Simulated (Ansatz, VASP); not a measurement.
## One calculation of BaTiO3, two programs

The input INCAR:

```
ALGO = Normal
EDIFF = 1E-7
ENCUT = 520
GGA = PE
ISIF = 2
ISMEAR = -1
LASPH = T
LCHARG = F
LREAL = F
LWAVE = F
NBANDS = 28
NELM = 60
PREC = Accurate
SIGMA = 0.02
```

File KPOINTS:

```
k-points
0
Gamma
  6 6 6
```

Contents of POSCAR:

```
BaTiO3
1.0
    3.9720350377      0.0000000000      0.0000000000
    0.0000000000      3.9720350377      0.0000000000
    0.0000000000      0.0000000000      4.1130046808
Ba Ti O
1 1 3
Direct
    0.5000000000      0.5000000000      0.5850405720
    0.0000000000      0.0000000000      0.1031610780
    0.0000000000      0.5000000000      0.0629129854
    0.5000000000      0.0000000000      0.0629129854
    0.0000000000      0.0000000000      0.5459693693
```

Input for Ansatz:

```yaml
crystal:
  lattice:
    - [3.9720350377, 0.0, 0.0]
    - [0.0, 3.9720350377, 0.0]
    - [0.0, 0.0, 4.1130046808]
  atoms:
    - { symbol: Ba, position: [0.5, 0.5, 0.585040572] }
    - { symbol: Ti, position: [0.0, 0.0, 0.103161078] }
    - { symbol: O, position: [0.0, 0.5, 0.0629129854] }
    - { symbol: O, position: [0.5, 0.0, 0.0629129854] }
    - { symbol: O, position: [0.0, 0.0, 0.5459693693] }
kpoints:
  mp_grid: { grid: [6, 6, 6] }
  band_path:
    path:
      - [[0.0, 0.0, 0.0], [2.116291945391e-52, 0.5, -2.837532425425e-68], [0.5, 0.5, 3.185673814972e-33], [0.0, 0.0, 0.0], [6.466463899963e-50, -1.948873434419e-84, 0.5], [6.466463899963e-50, 0.5, 0.5], [0.5, 0.5, 0.5], [6.466463899963e-50, -1.948873434419e-84, 0.5]]
      - [[2.116291945391e-52, 0.5, -2.837532425425e-68], [6.466463899963e-50, 0.5, 0.5]]
      - [[0.5, 0.5, 3.185673814972e-33], [0.5, 0.5, 0.5]]
    npoints: 10
hamiltonian:
  xc: pbe
scf:
  occupations: { method: fermi_dirac, width: 0.02 }
  n_extra_bands: 5
output:
  forces: true
  stress: true
  eigenvalues: true
  write_density: true
  write_potential: true
  elf: true
  volumetric_format: npy
```

Alike in both runs: task single point; functional PBE; k mesh 6 × 6 × 6; occupations fermi-dirac, width 0.02 eV; no spin polarisation.

|  | VASP | Ansatz |
| --- | --- | --- |
| version | VASP 6.6.1 | Ansatz 0.2.0 |
| potentials or method | VASP PAW PBE potentials, release 64 (Ba_sv, Ti_sv, O) | plane waves, PAW |
| plane-wave cutoff (eV) | 520 | 420 |
| valence electrons in the cell | 40 | 40 |

|  | VASP | Ansatz | Ansatz less VASP |
| --- | --- | --- | --- |
| gap on the k mesh at the Fermi level (eV) | 1.81 | 1.87 | +0.061 |
| pressure (GPa) | 4.9 | 3.2 | -1.74 |
| traceless stress, the component that is largest in VASP (GPa) | 0.13 | 0.10 | -0.031 |
| rms of the force components (eV/Å) | 0.064 | 0.040 | -0.0235 |

Atom by atom the forces differ by 0.029 eV/Å (rms over components).

Spin-orbit coupling is off throughout.
